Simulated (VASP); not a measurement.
Here is a VASP 6.6.1 calculation.

The input INCAR:

```
SYSTEM = Hf2N
PREC = Accurate
ENCUT = 520
EDIFF = 1E-6
ISMEAR = 0
SIGMA = 0.1
LREAL = Auto
LASPH = .True.
NELM = 80
ALGO = Normal
ISIF = 2
LWAVE = .False.
LCHARG = .False.
LDIPOL = .True.
IDIPOL = 3
DIPOL = 0.5 0.5 0.500
GGA = PS
NBANDS = 118
KPAR = 4
```

File KPOINTS:

```
Automatic mesh
0
Gamma
  7 6 1
  0 0 0
```

The input POSCAR:

```
Hf2N
1.0
    5.2955389246      0.0000000000      0.0000000000
    0.0000000000      6.2015449238      0.0000000000
    0.0000000000      0.0000000000     24.8963759491
Hf N
16 8
Direct
    0.2954633019      0.5137172639      0.3012486643
    0.2045366981      0.0137172639      0.3012486643
    0.7045366981      0.9445950294      0.3666621159
    0.7954633019      0.4445950294      0.3666621159
    0.2954633019      0.2428734106      0.4119450709
    0.2045366981      0.7428734106      0.4119450709
    0.7045366981      0.6737511760      0.4773585225
    0.7954633019      0.1737511760      0.4773585225
    0.2954633019      0.9720295572      0.5226414775
    0.2045366981      0.4720295572      0.5226414775
    0.7045366981      0.4029073227      0.5880549291
    0.7954633019      0.9029073227      0.5880549291
    0.2954633019      0.7011857039      0.6333378841
    0.2045366981      0.2011857039      0.6333378841
    0.7045366981      0.1320634693      0.6987513357
    0.7954633019      0.6320634693      0.6987513357
    0.0000000000      0.7291561467      0.3339553901
    0.5000000000      0.2291561467      0.3339553901
    0.0000000000      0.4583122933      0.4446517967
    0.5000000000      0.9583122933      0.4446517967
    0.0000000000      0.1874684400      0.5553482033
    0.5000000000      0.6874684400      0.5553482033
    0.0000000000      0.9166245866      0.6660446099
    0.5000000000      0.4166245866      0.6660446099
```

Potentials or basis: VASP PAW PBE potentials, release 64 (Hf_pv, N).

Command:

```console
$ cat potpaw_PBE.64/Hf_pv/POTCAR potpaw_PBE.64/N/POTCAR > POTCAR
$ mpirun -np 4 vasp_std > vasp.out
```

Task: Predict the largest force.

Result: 1.746 eV/Å.

Task: Predict the band gap on the k mesh.

Result: Zero (bands 100 and 101 overlap by 0.43 eV).

Forces in eV/Å, atoms in the order of the input:
```
Hf  -0.534  0.113  1.659
Hf   0.534  0.113  1.659
Hf  -0.296 -0.323 -0.325
Hf   0.296 -0.323 -0.325
Hf  -0.434  0.031  0.031
Hf   0.434  0.031  0.031
Hf   0.058 -0.020 -0.044
Hf  -0.058 -0.020 -0.044
Hf  -0.058  0.020  0.044
Hf   0.058  0.020  0.044
Hf   0.434 -0.031 -0.031
Hf  -0.434 -0.031 -0.031
Hf   0.296  0.323  0.325
Hf  -0.296  0.323  0.325
Hf   0.534 -0.113 -1.659
Hf  -0.534 -0.113 -1.659
N    0.332  0.178 -1.000
N   -0.332  0.178 -1.000
N   -0.108  0.045 -0.151
N    0.108  0.045 -0.151
N    0.108 -0.045  0.151
N   -0.108 -0.045  0.151
N   -0.332 -0.178  1.000
N    0.332 -0.178  1.000
```

Caveat: the PAW data sets were made with another functional, which shifts forces and pressure a little; spin-orbit coupling is left out, which moves the levels of the heavy elements.
